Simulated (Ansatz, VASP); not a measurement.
## Ga2As: VASP beside Ansatz

```
Ga As
1.0
     3.84784    0.00000    0.00000
     0.00000    3.84784    0.00000
     0.00000    0.00000    8.04628
Ga As
4 2
Direct
  0.00000 0.00000 0.00000
  0.50000 0.50000 0.00000
  0.00000 0.50000 0.35980
  0.50000 0.00000 0.64020
  0.00000 0.50000 0.68956
  0.50000 0.00000 0.31044
```

Alike in both runs: functional PBE; k mesh 10 × 10 × 6; occupations gaussian, width 0.1 eV; no spin polarisation.

Ansatz relaxed the structure, and its values are those at the end. VASP's run is a single point on that final structure, the one shown.

|  | VASP | Ansatz |
| --- | --- | --- |
| version | VASP 6.6.1 | Ansatz 0.2.0 |
| potentials or method | VASP PAW PBE potentials, release 64 (Ga_d, As), cutoff 520 eV | scalar-relativistic, plane waves, PAW |
| valence electrons in the cell | 62 | 82 |

Ansatz gave:

- gap on the k mesh at the Fermi level (eV): none
- pressure (GPa): 0.0
- rms of the force components (eV/Å): 0.001

Task: Estimate VASP's values.

Result: gap on the k mesh at the Fermi level (eV): none; pressure (GPa): 0.1; rms of the force components (eV/Å): 0.005.

A gap of «none» marks a metal or a gap that the smearing closes. The functional is the same, so the differences come from potentials, cutoffs and numerics. VASP's potentials hold 62 valence electrons a cell and Ansatz's 82, so a difference there can come from the potentials and not from the codes.
